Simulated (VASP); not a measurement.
# LiH in VASP: a series of runs

LiH is run at these levels: LDA; tasks: single point.

All numbers are computed with VASP 6.6.1; they aren't measurements. Logs are shortened: lines on timing, memory, paths and dates and some standing lists are left out, and cuts for length are marked.

## Step 1: The cell of the first run

It takes space group Fm-3m (No. 225, cubic). Conventional cell: a = 4.079 Å, b = 4.079 Å, c = 4.079 Å, α = 90.00°, β = 90.00°, γ = 90.00°. Li (site symmetry m-3m) has 6 H at 2.04 Å within 2.7 Å. H (site symmetry m-3m) has 6 Li at 2.04 Å within 2.7 Å.

## Step 2: Single point, LDA (volume scaled by 1.01)

INCAR

```
SYSTEM = LiH
PREC = Accurate ; ENCUT = 520
EDIFF = 1E-6 ; ISMEAR = -1
SIGMA = 0.03 ; LREAL = .FALSE.
LASPH = .TRUE. ; NELM = 80
ALGO = Normal ; ISIF = 2
LWAVE = .FALSE. ; LCHARG = .TRUE.
LELF = .TRUE. ; LVHAR = .TRUE.
NBANDS = 9
```

KPOINTS

```
Automatic mesh
0
G
  11 11 11
  0 0 0
```

POSCAR

```
LiH
1.0
    0.0000000000      2.0392525413      2.0392525413
    2.0392525413      0.0000000000      2.0392525413
    2.0392525413      2.0392525413      0.0000000000
Li H
1 1
Direct
    0.0000000000      0.0000000000      0.0000000000
    0.5000000000      0.5000000000      0.5000000000
```

Potentials or basis: VASP PAW LDA potentials, release 64 (Li_sv, H).

Launch:

```console
cat potpaw_LDA.64/Li_sv/POTCAR potpaw_LDA.64/H/POTCAR > POTCAR
mpirun -np 1 vasp_std > vasp.out
```

OUTCAR:

```text
SYSTEM = LiH
   PREC = Accurate
   ENCUT = 520
   EDIFF = 1E-6
   ISMEAR = -1
   LREAL = .FALSE.
   LASPH = .TRUE.
   NELM = 80
   ISIF = 2

 ion  position               nearest neighbor table
   1  0.000  0.000  0.000-
   2  0.500  0.500  0.500-

  LATTYP: Found a face centered cubic cell.
 ALAT       =     4.0785050826

  Lattice vectors:

 A1 = (   0.0000000000,   2.0392525413,   2.0392525413)
 A2 = (   2.0392525413,   0.0000000000,   2.0392525413)
 A3 = (   2.0392525413,   2.0392525413,   0.0000000000)

Analysis of symmetry for initial positions (statically):
=====================================================================
 Subroutine PRICEL returns:
 Original cell was already a primitive cell.

 Routine SETGRP: Setting up the symmetry group for a
 face centered cubic supercell.

 Subroutine GETGRP returns: Found 48 space group operations
 (whereof 48 operations were pure point group operations)
 out of a pool of 48 trial point group operations.

The static configuration has the point symmetry O_h .

Analysis of symmetry for dynamics (positions and initial velocities):
=====================================================================
 Subroutine PRICEL returns:
 Original cell was already a primitive cell.

 Routine SETGRP: Setting up the symmetry group for a
 face centered cubic supercell.

 Subroutine GETGRP returns: Found 48 space group operations
 (whereof 48 operations were pure point group operations)
 out of a pool of 48 trial point group operations.

The dynamic configuration has the point symmetry O_h .

 Subroutine INISYM returns: Found 48 space group operations
 (whereof 48 operations are pure point group operations),
 and found     1 'primitive' translations

----------------------------------------------------------------------------------------

                                     Primitive cell

  volume of cell :      16.9607

  direct lattice vectors                    reciprocal lattice vectors
     0.000000000  2.039252541  2.039252541    -0.245187876  0.245187876  0.245187876
     2.039252541  0.000000000  2.039252541     0.245187876 -0.245187876  0.245187876
     2.039252541  2.039252541  0.000000000     0.245187876  0.245187876 -0.245187876

  length of vectors
     2.883938601  2.883938601  2.883938601     0.424677859  0.424677859  0.424677859

  position of ions in fractional coordinates (direct lattice)
     0.000000000  0.000000000  0.000000000
     0.500000000  0.500000000  0.500000000

  ion indices of the primitive-cell ions
   primitive index   ion index
                 1           1
                 2           2

----------------------------------------------------------------------------------------

 KPOINTS: Automatic mesh

Automatic generation of k-mesh.
 Grid dimensions read from file:
 generate k-points for:   11   11   11

 Generating k-lattice:

  Cartesian coordinates                     Fractional coordinates (reciprocal lattice)
    -0.022289807  0.022289807  0.022289807     0.090909091  0.000000000  0.000000000
     0.022289807 -0.022289807  0.022289807     0.000000000  0.090909091  0.000000000
     0.022289807  0.022289807 -0.022289807     0.000000000  0.000000000  0.090909091

  Length of vectors
     0.038607078  0.038607078  0.038607078

  Shift w.r.t. Gamma in fractional coordinates (k-lattice)
     0.000000000  0.000000000  0.000000000

 Subroutine IBZKPT returns following result:
 ===========================================

 Found     56 irreducible k-points:

 Following reciprocal coordinates:
            Coordinates               Weight
  0.000000  0.000000  0.000000      1.000000
  0.090909  0.000000  0.000000      8.000000
  0.181818  0.000000  0.000000      8.000000
  0.272727  0.000000  0.000000      8.000000
  0.363636  0.000000  0.000000      8.000000
  0.454545  0.000000  0.000000      8.000000
[... 16 lines left out ...]
 -0.272727  0.181818  0.000000     24.000000
 -0.181818  0.181818  0.000000     12.000000
 [... further k-points ...]
   k-points           NKPTS =     56   k-points in BZ     NKDIM =     56   number of bands    NBANDS=      9
   number of dos      NEDOS =    301   number of ions     NIONS =      2
   total plane-waves  NPLWV =  13824
   dimension x,y,z NGX =    24 NGY =   24 NGZ =   24
   dimension x,y,z NGXF=    48 NGYF=   48 NGZF=   48
   ions per type =               1   1
   NGX,Y,Z   is equivalent  to a cutoff of  13.83, 13.83, 13.83 a.u.
   NGXF,Y,Z  is equivalent  to a cutoff of  27.67, 27.67, 27.67 a.u.
 SYSTEM =  LiH
   PREC   = accura    normal or accurate (medium, high low for compatibility)
   ISTART =      0    job   : 0-new  1-cont  2-samecut
   ICHARG =      2    charge: 1-file 2-atom 10-const
   ISPIN  =      1    spin polarized calculation?
   LNONCOLLINEAR =      F non collinear calculations
   LSORBIT =      F    spin-orbit coupling
   LASPH  =      T    aspherical Exc in radial PAW
   ENCUT  =  520.0 eV  38.22 Ry    6.18 a.u.   5.36  5.36  5.36*2*pi/ulx,y,z
   NELM   =     80;   NELMIN=  2; NELMDL= -5     # of ELM steps
   EDIFF  = 0.1E-05   stopping-criterion for ELM
   LREAL  =      F    real-space projection
   EDIFFG = 0.1E-04   stopping-criterion for IOM
   NSW    =      0    number of steps for IOM
   IBRION =     -1    ionic relax: 0-MD 1-quasi-New 2-CG
   NFREE  =      0    steps in history (QN), initial steepest desc. (CG)
   ISIF   =      2    stress and relaxation
   ISYM   =      2    0-nonsym 1-usesym 2-fastsym
   POTIM  = 0.5000    time-step for ionic-motion
   TEBEG  =    0.0;   TEEND  =   0.0 temperature during run
   PSTRESS=    0.0 pullay stress
   NELECT =       4.0000    total number of electrons
   NUPDOWN=      -1.0000    fix difference up-down
   EMIN   =  10.00;   EMAX   =-10.00  energy-range for DOS
   EFERMI =   0.00;   METHOD = LEGACY
   ISMEAR =    -1;   SIGMA  =   0.03  broadening in eV -4-tet -1-fermi 0-gaus
   EFERMI_NEDOS =   21; number of points for ismear=-14 and -15
   IALGO  =     38    algorithm
   IMIX   =      4    mixing-type and parameters
     AMIX     =   0.40;   BMIX     =  1.00
     AMIX_MAG =   1.60;   BMIX_MAG =  1.00
  volume/ion in A,a.u.               =       8.48        57.23
  Fermi-wavevector in a.u.,A,eV,Ry     =   1.011456  1.911375 13.919358  1.023044
  Thomas-Fermi vector in A             =   2.144507
   LORBIT       =      0    0 simple, 1 ext, 2 COOP (PROOUT), +10 PAW based schemes
   GGA     = CA    functional components
   LHFCALC =     F    Hartree Fock is set to
   AEXX    =    0.0000 exact exchange contribution
   IVDW    =     0    specifies the selected vdW correction
   LEPSILON=     F    determine dielectric tensor
   LRPA    =     F    only Hartree local field effects (RPA)
 non-spin polarized calculation
  energy-cutoff  :      520.00
  volume of cell :       16.96
 maximum number of plane-waves:       470
 NGX is ok and might be reduce to    24
   NGX = 11   NGY = 11   NGZ = 11

 number of electron       4.0000000 magnetization

 Free energy of the ion-electron system (eV)
  ---------------------------------------------------
  ext. energy  EPLUGINS =         0.00000000
  ---------------------------------------------------
  free energy    TOTEN  =        -6.46780679 eV

  energy without entropy =       -6.46780679  energy(sigma->0) =       -6.46780679

 E-fermi :   0.6192     XC(G=0):  -8.6374

 val. band max:       -0.0833870120   @ k =  -0.4545   0.4545   0.0000
 cond. band min:       2.7585874466   @ k =  -0.4545   0.4545   0.0000
 fundamental gap:      2.8419744586
 Fermi energy:         0.6192397342

 k-point     1 :       0.0000    0.0000    0.0000
  band No.  band energies     occupation
      1     -43.5507      2.00000
      2      -5.4011      2.00000
      3      15.4205      0.00000
      4      16.8549      0.00000
      5      16.8549      0.00000
      6      16.8549      0.00000
      7      21.5887      0.00000
      8      21.5887      0.00000
      9      21.5887      0.00000

 k-point     2 :       0.0909    0.0000    0.0000
  band No.  band energies     occupation
      1     -43.5474      2.00000
      2      -5.2593      2.00000
      3      14.1571      0.00000
      4      16.1535      0.00000
      5      16.5474      0.00000
      6      16.5474      0.00000
      7      21.0260      0.00000
      8      22.2517      0.00000
      9      22.2517      0.00000

 k-point     3 :       0.1818    0.0000    0.0000
  band No.  band energies     occupation
      1     -43.5382      2.00000
      2      -4.8409      2.00000
      3      11.3283      0.00000
      4      15.1117      0.00000
      5      15.9978      0.00000
      6      15.9978      0.00000
      7      21.6013      0.00000
      8      22.5189      0.00000
      9      22.5189      0.00000

 k-point     4 :       0.2727    0.0000    0.0000
  band No.  band energies     occupation
      1     -43.5261      2.00000
      2      -4.1803      2.00000
      3       8.4622      0.00000
      4      14.1626      0.00000
      5      15.5965      0.00000
      6      15.5965      0.00000
      7      20.7137      0.00000
      8      20.7137      0.00000
      9      22.8297      0.00000
[... 205 lines left out ...]
 k-point    22 :      -0.3636    0.1818    0.0000
  band No.  band energies     occupation
      1     -43.5047      2.00000
      2      -2.3197      2.00000
      3       5.1975      0.00000
      4       9.1549      0.00000
      5      13.9138      0.00000
      6      14.8410      0.00000
      7      21.4268      0.00000
      8      23.9563      0.00000
      9      25.7929      0.00000

 k-point    23 :      -0.2727    0.1818    0.0000
  band No.  band energies     occupation
      1     -43.5120      2.00000
      2      -3.1166      2.00000
      3       7.0750      0.00000
      4       9.2740      0.00000
      5      14.9628      0.00000
      6      15.1681      0.00000
      7      20.9715      0.00000
      8      23.7515      0.00000
      9      25.0303      0.00000

 k-point    24 :      -0.1818    0.1818    0.0000
  band No.  band energies     occupation
      1     -43.5221      2.00000
      2      -3.9176      2.00000
      3       9.6891      0.00000
      4       9.7129      0.00000
      5      15.2881      0.00000
      6      16.5778      0.00000
      7      20.5897      0.00000
      8      22.3411      0.00000
      9      23.9756      0.00000

 [... further k-points ...]

------------------------ aborting loop because EDIFF is reached ----------------------------------------

  FORCE on cell =-STRESS in cart. coord.  units (eV):
  Direction    XX          YY          ZZ          XY          YZ          ZX
  --------------------------------------------------------------------------------------
  -------------------------------------------------------------------------------------
  Total       -0.4605318     -0.4605318     -0.4605318     -0.0000000     -0.0000000     -0.0000000
  in kB      -43.5037978    -43.5037978    -43.5037978     -0.0000000     -0.0000000     -0.0000000
  external PRESSURE =     -43.5037978 kB  Pullay stress =       0.0000000 kB

 VOLUME and BASIS-vectors are now :
 -----------------------------------------------------------------------------
  energy-cutoff  :      520.00
  volume of cell :       16.96
      direct lattice vectors                 reciprocal lattice vectors
     0.000000000  2.039252541  2.039252541    -0.245187876  0.245187876  0.245187876
     2.039252541  0.000000000  2.039252541     0.245187876 -0.245187876  0.245187876
     2.039252541  2.039252541  0.000000000     0.245187876  0.245187876 -0.245187876

 POSITION                                       TOTAL-FORCE (eV/Angst)
 -----------------------------------------------------------------------------------
      0.00000      0.00000      0.00000         0.000000      0.000000     -0.000000
      2.03925      2.03925      2.03925        -0.000000     -0.000000      0.000000
 -----------------------------------------------------------------------------------
    total drift:                                0.000000     -0.000000     -0.000000

  FREE ENERGIE OF THE ION-ELECTRON SYSTEM (eV)
  ---------------------------------------------------
  free  energy   TOTEN  =        -6.4678067856 eV

  energy  without entropy=       -6.4678067856  energy(sigma->0) =       -6.46780679
```

It took 19 s on 1 thread of AMD EPYC 7R13, shared host; peak memory 0.09 GiB.

What came out:

```
Free energy            : -6.4678 eV
Band gap on the k mesh : 2.84 eV, direct
```

Levels at points of the mesh, in eV from the valence-band top:
| k point | band 1 | band 2 | band 3 | band 4 | band 5 | band 6 | band 7 |
| --- | --- | --- | --- | --- | --- | --- | --- |
| (0.00, 0.00, 0.00) | -43.47 | -5.32 | 15.50 | 16.94 | 16.94 | 16.94 | 21.67 |

Caveat: the cutoff is under 1.25 times the usual one of these potentials, so pressure, stress and relaxed cells hold a basis-set (Pulay) error.

## Step 3: Single point, LDA (volume scaled by 1.04)

INCAR

```
PREC = Accurate
ENCUT = 520
EDIFF = 1E-6
ISMEAR = -1
SIGMA = 0.03
LREAL = F
LASPH = T
NELM = 80
ALGO = Normal
ISIF = 2
LWAVE = F
LCHARG = F
NBANDS = 9
```

KPOINTS

```
regular mesh
0
Gamma
  11 11 11
```

POSCAR

```
LiH
1.0
    0.0000000000      2.0592464883      2.0592464883
    2.0592464883      0.0000000000      2.0592464883
    2.0592464883      2.0592464883      0.0000000000
Li H
1 1
Direct
    0.0000000000      0.0000000000      0.0000000000
    0.5000000000      0.5000000000      0.5000000000
```

Potentials or basis: VASP PAW LDA potentials, release 64 (Li_sv, H).

Launch:

```console
cat potpaw_LDA.64/Li_sv/POTCAR potpaw_LDA.64/H/POTCAR > POTCAR
mpirun -np 1 vasp_std > vasp.out
```

Wall time 19 s (1 thread of AMD EPYC 7R13, shared host); peak memory 0.09 GiB.

It converged, with:

```
Free energy            : -6.4536 eV
Band gap on the k mesh : 2.86 eV, direct
```

Levels at points of the mesh, in eV from the valence-band top:
```
           k point  band 1  band 2  band 3  band 4  band 5  band 6  band 7
(0.00, 0.00, 0.00)  -43.50   -5.21   15.14   16.66   16.66   16.66   21.33
```

Caveat: the cutoff is under 1.25 times the usual one of these potentials, so pressure, stress and relaxed cells hold a basis-set (Pulay) error. A k mesh can miss the band edges.

## Step 4: Single point, LDA (zz strain of -2 %)

INCAR

```
PREC = Accurate ; ENCUT = 520
EDIFF = 1E-6 ; ISMEAR = -1
SIGMA = 0.03 ; LREAL = False
LASPH = True ; NELM = 60
ALGO = Normal ; ISIF = 2
LWAVE = False ; LCHARG = False
NBANDS = 9
```

KPOINTS

```
Automatic mesh
0
Gamma
  11 11 11
```

POSCAR

```
LiH
1.0
    0.0000000000      2.0325000000      1.9918500000
    2.0325000000      0.0000000000      1.9918500000
    2.0325000000      2.0325000000      0.0000000000
Li H
1 1
Direct
    0.0000000000      0.0000000000      0.0000000000
    0.5000000000      0.5000000000      0.5000000000
```

Launch:

```console
cat potpaw_LDA.64/Li_sv/POTCAR potpaw_LDA.64/H/POTCAR > POTCAR
mpirun -np 1 vasp_std > vasp.out
```

It took 5 s on 1 thread of Intel Xeon 6975P-C (Granite Rapids), shared host; peak memory 0.13 GiB.

It converged, with:

| Quantity | Value |
| --- | --- |
| Free energy | -6.4786 eV |
| Band gap on the k mesh | 2.64 eV, indirect (least direct gap 2.78 eV) |

Levels at points of the mesh, in eV from the valence-band top:
```tsv
k point	band 1	band 2	band 3	band 4	band 5	band 6	band 7
(0.00, 0.00, 0.00)	-43.53	-5.52	15.78	17.03	17.20	17.20	21.90
```

Caveat: the cell differs from its parent crystal (zz strain of -2 %); the cutoff is under 1.25 times the usual one of these potentials, so pressure, stress and relaxed cells hold a basis-set (Pulay) error. A k mesh can miss the band edges.

## Step 5: Summary

| cell | gap on the mesh (eV) |
| --- | --- |
| a = 2.884 Å, angles 60.0°, 2 atoms | 2.84 |
| a = 2.912 Å, angles 60.0°, 2 atoms | 2.86 |
| a = 2.846, b = 2.846, c = 2.874 Å, angles 59.7, 59.7, 60.7°, 2 atoms | 2.64 |

Alike in all rows: task single point; level LDA; potentials or basis VASP PAW LDA potentials, release 64 (Li_sv, H); no spin polarisation; k mesh 11 × 11 × 11; cutoff (eV) 520; smearing fermi-dirac 0.03 eV.

Caveats: the cutoff is under 1.25 times the usual one of these potentials, so pressure, stress and relaxed cells hold a basis-set (Pulay) error.

Total energies depend on the potentials used, so only differences within one code and one set of settings carry meaning.
